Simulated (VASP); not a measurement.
# GaN (F-43m) in VASP: a series of runs, part 2 of 2

VASP 6.6.1. Earlier steps stand in the parts before.

## (3) Single point, LDA

This run uses another cell than the first one, of 11.07 Å³/atom, 0.967 times its volume.

Input file INCAR:

```
SYSTEM = GaN
PREC     = Accurate       ! precision mode
ENCUT    = 520            ! plane-wave cutoff, eV
EDIFF    = 1E-6           ! SCF threshold, eV
ISMEAR   = -1             ! smearing method
SIGMA    = 0.05           ! smearing width, eV
LREAL    = .FALSE.        ! projectors in reciprocal space
LASPH    = .TRUE.         ! aspherical terms in the spheres
NELM     = 80             ! most SCF steps
ALGO     = Normal         ! electronic algorithm
ISIF     = 2              ! what is computed and relaxed
LWAVE    = .FALSE.        ! write WAVECAR
LCHARG   = .FALSE.        ! write CHGCAR
GGA      = CA             ! functional
NBANDS   = 16             ! bands
```

Input file KPOINTS:

```
Automatic mesh
0
G
  10 10 10
  0 0 0
```

Input file POSCAR:

```
GaN
1.0
    0.0000000000      2.2284387975      2.2284387975
    2.2284387975      0.0000000000      2.2284387975
    2.2284387975      2.2284387975      0.0000000000
Ga N
1 1
Direct
    0.0000000000      0.0000000000      0.0000000000
    0.2500000000      0.2500000000      0.2500000000
```

Potentials or basis: VASP PAW LDA potentials, release 64 (Ga_d, N).

Run with:

```bash
$ cat potpaw_LDA.64/Ga_d/POTCAR potpaw_LDA.64/N/POTCAR > POTCAR
$ mpirun -np 1 vasp_std > vasp.out
```

OUTCAR:

```text
SYSTEM = GaN
   PREC = Accurate
   ENCUT = 520
   EDIFF = 1E-6
   ISMEAR = -1
   LREAL = .FALSE.
   LASPH = .TRUE.
   NELM = 80
   ISIF = 2
   GGA = CA

 ion  position               nearest neighbor table
   1  0.000  0.000  0.000-   2 1.93   2 1.93   2 1.93   2 1.93
   2  0.250  0.250  0.250-   1 1.93   1 1.93   1 1.93   1 1.93

  LATTYP: Found a face centered cubic cell.
 ALAT       =     4.4568775950

  Lattice vectors:

 A1 = (   0.0000000000,   2.2284387975,   2.2284387975)
 A2 = (   2.2284387975,   0.0000000000,   2.2284387975)
 A3 = (   2.2284387975,   2.2284387975,   0.0000000000)

Analysis of symmetry for initial positions (statically):
=====================================================================
 Subroutine PRICEL returns:
 Original cell was already a primitive cell.

 Routine SETGRP: Setting up the symmetry group for a
 face centered cubic supercell.

 Subroutine GETGRP returns: Found 24 space group operations
 (whereof 24 operations were pure point group operations)
 out of a pool of 48 trial point group operations.

The static configuration has the point symmetry T_d .

Analysis of symmetry for dynamics (positions and initial velocities):
=====================================================================
 Subroutine PRICEL returns:
 Original cell was already a primitive cell.

 Routine SETGRP: Setting up the symmetry group for a
 face centered cubic supercell.

 Subroutine GETGRP returns: Found 24 space group operations
 (whereof 24 operations were pure point group operations)
 out of a pool of 48 trial point group operations.

The dynamic configuration has the point symmetry T_d .

 Subroutine INISYM returns: Found 24 space group operations
 (whereof 24 operations are pure point group operations),
 and found     1 'primitive' translations

----------------------------------------------------------------------------------------

                                     Primitive cell

  volume of cell :      22.1326

  direct lattice vectors                    reciprocal lattice vectors
     0.000000000  2.228438797  2.228438797    -0.224372328  0.224372328  0.224372328
     2.228438797  0.000000000  2.228438797     0.224372328 -0.224372328  0.224372328
     2.228438797  2.228438797  0.000000000     0.224372328  0.224372328 -0.224372328

  length of vectors
     3.151488370  3.151488370  3.151488370     0.388624271  0.388624271  0.388624271

  position of ions in fractional coordinates (direct lattice)
     0.000000000  0.000000000  0.000000000
     0.250000000  0.250000000  0.250000000

  ion indices of the primitive-cell ions
   primitive index   ion index
                 1           1
                 2           2

----------------------------------------------------------------------------------------

 KPOINTS: Automatic mesh

Automatic generation of k-mesh.
 Grid dimensions read from file:
 generate k-points for:   10   10   10

 Generating k-lattice:

  Cartesian coordinates                     Fractional coordinates (reciprocal lattice)
    -0.022437233  0.022437233  0.022437233     0.100000000  0.000000000  0.000000000
     0.022437233 -0.022437233  0.022437233     0.000000000  0.100000000  0.000000000
     0.022437233  0.022437233 -0.022437233     0.000000000  0.000000000  0.100000000

  Length of vectors
     0.038862427  0.038862427  0.038862427

  Shift w.r.t. Gamma in fractional coordinates (k-lattice)
     0.000000000  0.000000000  0.000000000

 Subroutine IBZKPT returns following result:
 ===========================================

 Found     47 irreducible k-points:

 Following reciprocal coordinates:
            Coordinates               Weight
  0.000000  0.000000  0.000000      1.000000
  0.100000  0.000000  0.000000      8.000000
  0.200000  0.000000  0.000000      8.000000
  0.300000  0.000000  0.000000      8.000000
  0.400000  0.000000  0.000000      8.000000
  0.500000  0.000000  0.000000      4.000000
[... 16 lines left out ...]
  0.300000  0.300000  0.000000      6.000000
  0.400000  0.300000  0.000000     24.000000
 [... further k-points ...]
   k-points           NKPTS =     47   k-points in BZ     NKDIM =     47   number of bands    NBANDS=     16
   number of dos      NEDOS =    301   number of ions     NIONS =      2
   total plane-waves  NPLWV =  13824
   dimension x,y,z NGX =    24 NGY =   24 NGZ =   24
   dimension x,y,z NGXF=    48 NGYF=   48 NGZF=   48
   ions per type =               1   1
   NGX,Y,Z   is equivalent  to a cutoff of  12.66, 12.66, 12.66 a.u.
   NGXF,Y,Z  is equivalent  to a cutoff of  25.32, 25.32, 25.32 a.u.
 SYSTEM =  GaN
   PREC   = accura    normal or accurate (medium, high low for compatibility)
   ISTART =      0    job   : 0-new  1-cont  2-samecut
   ICHARG =      2    charge: 1-file 2-atom 10-const
   ISPIN  =      1    spin polarized calculation?
   LNONCOLLINEAR =      F non collinear calculations
   LSORBIT =      F    spin-orbit coupling
   LASPH  =      T    aspherical Exc in radial PAW
   ENCUT  =  520.0 eV  38.22 Ry    6.18 a.u.   5.86  5.86  5.86*2*pi/ulx,y,z
   NELM   =     80;   NELMIN=  2; NELMDL= -5     # of ELM steps
   EDIFF  = 0.1E-05   stopping-criterion for ELM
   LREAL  =      F    real-space projection
   EDIFFG = 0.1E-04   stopping-criterion for IOM
   NSW    =      0    number of steps for IOM
   IBRION =     -1    ionic relax: 0-MD 1-quasi-New 2-CG
   NFREE  =      0    steps in history (QN), initial steepest desc. (CG)
   ISIF   =      2    stress and relaxation
   ISYM   =      2    0-nonsym 1-usesym 2-fastsym
   POTIM  = 0.5000    time-step for ionic-motion
   TEBEG  =    0.0;   TEEND  =   0.0 temperature during run
   PSTRESS=    0.0 pullay stress
   NELECT =      18.0000    total number of electrons
   NUPDOWN=      -1.0000    fix difference up-down
   EMIN   =  10.00;   EMAX   =-10.00  energy-range for DOS
   EFERMI =   0.00;   METHOD = LEGACY
   ISMEAR =    -1;   SIGMA  =   0.05  broadening in eV -4-tet -1-fermi 0-gaus
   EFERMI_NEDOS =   21; number of points for ismear=-14 and -15
   IALGO  =     38    algorithm
   IMIX   =      4    mixing-type and parameters
     AMIX     =   0.40;   BMIX     =  1.00
     AMIX_MAG =   1.60;   BMIX_MAG =  1.00
  volume/ion in A,a.u.               =      11.07        74.68
  Fermi-wavevector in a.u.,A,eV,Ry     =   1.528111  2.887711 31.771288  2.335124
  Thomas-Fermi vector in A             =   2.635915
   LORBIT       =      0    0 simple, 1 ext, 2 COOP (PROOUT), +10 PAW based schemes
   GGA     = CA    functional components
   LHFCALC =     F    Hartree Fock is set to
   AEXX    =    0.0000 exact exchange contribution
   IVDW    =     0    specifies the selected vdW correction
   LEPSILON=     F    determine dielectric tensor
   LRPA    =     F    only Hartree local field effects (RPA)
 non-spin polarized calculation
  energy-cutoff  :      520.00
  volume of cell :       22.13
 maximum number of plane-waves:       610
   NGX = 11   NGY = 11   NGZ = 11

 number of electron      18.0000015 magnetization

 Free energy of the ion-electron system (eV)
  ---------------------------------------------------
  ext. energy  EPLUGINS =         0.00000000
  ---------------------------------------------------
  free energy    TOTEN  =       -13.94394414 eV

  energy without entropy =      -13.94394414  energy(sigma->0) =      -13.94394414

 E-fermi :   6.3492     XC(G=0): -12.2984

 val. band max:        5.4078885716   @ k =   0.0000   0.0000   0.0000
 cond. band min:       7.3734812513   @ k =   0.0000   0.0000   0.0000
 fundamental gap:      1.9655926797
 Fermi energy:         6.3492211315

 k-point     1 :       0.0000    0.0000    0.0000
  band No.  band energies     occupation
      1     -10.6909      2.00000
      2      -8.1813      2.00000
      3      -8.1813      2.00000
      4      -8.1813      2.00000
      5      -7.8281      2.00000
      6      -7.8281      2.00000
[... 8 lines left out ...]
     15      24.3430      0.00000
     16      24.3430      0.00000

 k-point     2 :       0.1000    0.0000    0.0000
  band No.  band energies     occupation
      1     -10.5714      2.00000
      2      -8.1663      2.00000
      3      -8.1663      2.00000
      4      -8.1433      2.00000
      5      -7.8296      2.00000
      6      -7.8296      2.00000
[... 8 lines left out ...]
     15      23.0618      0.00000
     16      23.0618      0.00000
[... 387 lines left out ...]
      5      -7.7726      2.00000
      6      -7.3397      2.00000
[... 8 lines left out ...]
     15      27.7103      0.00000
     16      28.2907      0.00000

 k-point    24 :       0.4000    0.3000    0.0000
  band No.  band energies     occupation
      1      -9.6467      2.00000
      2      -8.0471      2.00000
      3      -7.9349      2.00000
      4      -7.9336      2.00000
      5      -7.7614      2.00000
      6      -6.8351      2.00000
[... 8 lines left out ...]
     15      28.0987      0.00000
     16      28.1271      0.00000

 [... further k-points ...]
[... 5 lines left out ...]
  --------------------------------------------------------------------------------------
  -------------------------------------------------------------------------------------
  Total        0.1267353      0.1267353      0.1267353      0.0000000      0.0000000      0.0000000
  in kB        9.1743670      9.1743670      9.1743670      0.0000000      0.0000000      0.0000000
  external PRESSURE =       9.1743670 kB  Pullay stress =       0.0000000 kB

 VOLUME and BASIS-vectors are now :
 -----------------------------------------------------------------------------
  energy-cutoff  :      520.00
  volume of cell :       22.13
      direct lattice vectors                 reciprocal lattice vectors
     0.000000000  2.228438797  2.228438797    -0.224372328  0.224372328  0.224372328
     2.228438797  0.000000000  2.228438797     0.224372328 -0.224372328  0.224372328
     2.228438797  2.228438797  0.000000000     0.224372328  0.224372328 -0.224372328

 POSITION                                       TOTAL-FORCE (eV/Angst)
 -----------------------------------------------------------------------------------
      0.00000      0.00000      0.00000        -0.000000     -0.000000     -0.000000
      1.11422      1.11422      1.11422         0.000000      0.000000      0.000000
 -----------------------------------------------------------------------------------
    total drift:                                0.000002      0.000002      0.000002

  FREE ENERGIE OF THE ION-ELECTRON SYSTEM (eV)
  ---------------------------------------------------
  free  energy   TOTEN  =       -13.9439441447 eV

  energy  without entropy=      -13.9439441446  energy(sigma->0) =      -13.94394414
```

Wall time 12 s (1 thread of Intel Xeon Platinum 8559C (Emerald Rapids), shared host); peak memory 0.13 GiB.

What came out:

```yaml
Free_energy: -13.9439 eV
Pressure: 0.9 GPa
Band_gap_on_the_k_mesh: 1.97 eV, direct
```

## (4) Single point, PBEsol

This run uses another cell than the first one, of 11.37 Å³/atom, 0.994 times its volume.

Input file INCAR:

```
SYSTEM = GaN
PREC = Accurate
ENCUT = 520
EDIFF = 1E-6
ISMEAR = -1
SIGMA = 0.05
LREAL = .False.
LASPH = .True.
NELM = 80
ALGO = Normal
ISIF = 2
LWAVE = .False.
LCHARG = .False.
GGA = PS
NBANDS = 16
```

Input file KPOINTS:

```
regular mesh
0
Gamma
  10 10 10
  0 0 0
```

Input file POSCAR:

```
GaN
1.0
    0.0000000000      2.2489705944      2.2489705944
    2.2489705944      0.0000000000      2.2489705944
    2.2489705944      2.2489705944      0.0000000000
Ga N
1 1
Direct
    0.0000000000      0.0000000000      0.0000000000
    0.2500000000      0.2500000000      0.2500000000
```

Potentials or basis: VASP PAW PBE potentials, release 64 (Ga_d, N).

Run with:

```bash
$ cat potpaw_PBE.64/Ga_d/POTCAR potpaw_PBE.64/N/POTCAR > POTCAR
$ mpirun -np 1 vasp_std > vasp.out
```

It took 11 s on 1 thread of Intel Xeon Platinum 8559C (Emerald Rapids), shared host; peak memory 0.14 GiB.

Results (log left out):

- Free energy: -13.1225 eV
- Pressure: -0.2 GPa
- Band gap on the k mesh: 1.72 eV, direct

Levels at points of the mesh, in eV from the valence-band top:
| k point | band 6 | band 7 | band 8 | band 9 | band 10 | band 11 | band 12 | band 13 |
| --- | --- | --- | --- | --- | --- | --- | --- | --- |
| (0.00, 0.00, 0.00) | -13.08 | 0.00 | 0.00 | 0.00 | 1.72 | 10.24 | 10.24 | 10.24 |
| (0.50, 0.00, 0.00) | -11.83 | -7.15 | -0.99 | -0.99 | 4.60 | 8.66 | 10.30 | 10.30 |
| (0.50, 0.50, 0.00) | -11.40 | -6.20 | -2.76 | -2.76 | 3.23 | 6.60 | 11.62 | 13.94 |

Caveat: the PAW data sets were made with another functional, which shifts forces and pressure a little.

## (5) Single point, PBE

This run uses another cell than the first one, of 11.76 Å³/atom, 1.027 times its volume.

Changes to INCAR since step 4:

```diff
@@ -12,4 +12,6 @@
 LWAVE = .False.
-LCHARG = .False.
-GGA = PS
+LCHARG = .True.
+GGA = PE
+LELF = .True.
+LVHAR = .True.
 NBANDS = 16
```

Input file KPOINTS:

```
Automatic mesh
0
Gamma
  10 10 10
  0 0 0
```

Input file POSCAR:

```
GaN
1.0
    0.0000000000      2.2738758032      2.2738758032
    2.2738758032      0.0000000000      2.2738758032
    2.2738758032      2.2738758032      0.0000000000
Ga N
1 1
Direct
    0.0000000000      0.0000000000      0.0000000000
    0.2500000000      0.2500000000      0.2500000000
```

Run with:

```bash
$ cat potpaw_PBE.64/Ga_d/POTCAR potpaw_PBE.64/N/POTCAR > POTCAR
$ mpirun -np 1 vasp_std > vasp.out
```

Run time: 12 s. Hardware: 1 thread of Intel Xeon Platinum 8559C (Emerald Rapids), shared host; peak memory 0.14 GiB.

It converged, with:

* Free energy: -12.1535 eV
* Pressure: 0.2 GPa
* Band gap on the k mesh: 1.55 eV, direct

Levels at points of the mesh, in eV from the valence-band top:
```
           k point  band 7  band 8  band 9  band 10  band 11  band 12
(0.00, 0.00, 0.00)    0.00    0.00    0.00     1.55    10.13    10.13
(0.50, 0.00, 0.00)   -6.86   -0.93   -0.93     4.45     8.59    10.23
(0.50, 0.50, 0.00)   -6.01   -2.61   -2.61     3.34     6.50    11.52
```

## (6) Overview

```tsv
level	potentials or basis	spin	cell	k mesh	gap on the mesh (eV)	pressure (GPa)
PBEsol	VASP PAW PBE potentials, release 64 (Ga_d, N)	non-collinear, zero start, SOC	a = 3.187 Å, angles 60.0°, 2 atoms	8 × 8 × 8	-	-1.3
LDA	VASP PAW LDA potentials, release 64 (Ga_d, N)	off	a = 3.151 Å, angles 60.0°, 2 atoms	10 × 10 × 10	1.97	0.9
PBEsol	VASP PAW PBE potentials, release 64 (Ga_d, N)	off	a = 3.181 Å, angles 60.0°, 2 atoms	10 × 10 × 10	1.72	-0.2
PBE	VASP PAW PBE potentials, release 64 (Ga_d, N)	off	a = 3.216 Å, angles 60.0°, 2 atoms	10 × 10 × 10	1.55	0.2
```

Alike in all rows: task single point; cutoff (eV) 520; smearing fermi-dirac 0.05 eV.

Caveats: the PAW data sets were made with another functional, which shifts forces and pressure a little (some runs).

Absolute energies hang on the potentials; compare differences alone.
